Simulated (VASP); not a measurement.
Input of a VASP 6.6.1 run:

The input INCAR:

```
SYSTEM = PbS
PREC     = Accurate       ! precision mode
ENCUT    = 520            ! plane-wave cutoff, eV
EDIFF    = 1E-7           ! SCF threshold, eV
ISMEAR   = -1             ! smearing method
SIGMA    = 0.052          ! smearing width, eV
LREAL    = Auto         
LASPH    = .True.         ! aspherical terms in the spheres
NELM     = 80             ! most SCF steps
ALGO     = Normal         ! electronic algorithm
ISIF     = 2              ! what is computed and relaxed
LWAVE    = .False.        ! write WAVECAR
LCHARG   = .False.        ! write CHGCAR
GGA      = PS             ! functional
NBANDS   = 94             ! bands
```

KPOINTS

```
Automatic mesh
0
Gamma
  2 2 2
  0 0 0
```

Contents of POSCAR:

```
PbS
1.0
    8.3969062117      0.0000000000      0.0000000000
    0.0000000000      8.3970756195      0.0000000000
    0.0000000000      0.0000000000      5.9549033865
Pb S
8 8
Direct
    0.1271121736      0.3755452663      0.7577706483
    0.6183186842      0.3730578528      0.7482143220
    0.8692133526      0.1204795629      0.2443985915
    0.3745901074      0.1236948489      0.2458350547
    0.1321818980      0.8836401309      0.7470700549
    0.6234475970      0.8747207162      0.7570564470
    0.8775622609      0.6232353068      0.2619258280
    0.3775448862      0.6250518916      0.2460441261
    0.8812981607      0.1202018471      0.7650036792
    0.3750708797      0.1229893652      0.7442617810
    0.1261556308      0.3743054299      0.2385570189
    0.6207627987      0.3790954309      0.2267736204
    0.8786356325      0.6250654678      0.7449178789
    0.3828554135      0.6407177027      0.7434293577
    0.1130075740      0.8573385934      0.2355776255
    0.6224024502      0.8839993036      0.2477393678
```

Potentials or basis: VASP PAW PBE potentials, release 64 (Pb_d, S).

Run with:

```console
$ cat potpaw_PBE.64/Pb_d/POTCAR potpaw_PBE.64/S/POTCAR > POTCAR
$ mpirun -np 1 vasp_std > vasp.out
```

**Question.** What does it give for the band gap on the k mesh?

**Answer.** 0.27 eV.

**Question.** Predict the pressure.

**Answer.** 0.0 GPa.

Forces on the atoms (eV/Å):
```
Pb  -0.227  0.103  0.106
Pb   0.251  0.131  0.118
Pb   0.093  0.070 -0.031
Pb  -0.009  0.067  0.046
Pb  -0.268 -0.213  0.081
Pb   0.251 -0.066  0.055
Pb  -0.034 -0.092 -0.009
Pb  -0.131 -0.056  0.022
S    0.011  0.320 -0.072
S    0.149  0.149  0.013
S   -0.008  0.068 -0.087
S   -0.152 -0.315 -0.049
S    0.012 -0.080 -0.046
S   -0.046 -0.340  0.061
S    0.166  0.319 -0.063
S   -0.058 -0.067 -0.146
```

Caveat: the k points lie up to 0.53 Å⁻¹ apart; the PAW data sets were made with another functional, which shifts forces and pressure a little; spin-orbit coupling is left out, which moves the levels of the heavy elements. A k mesh can miss the band edges.
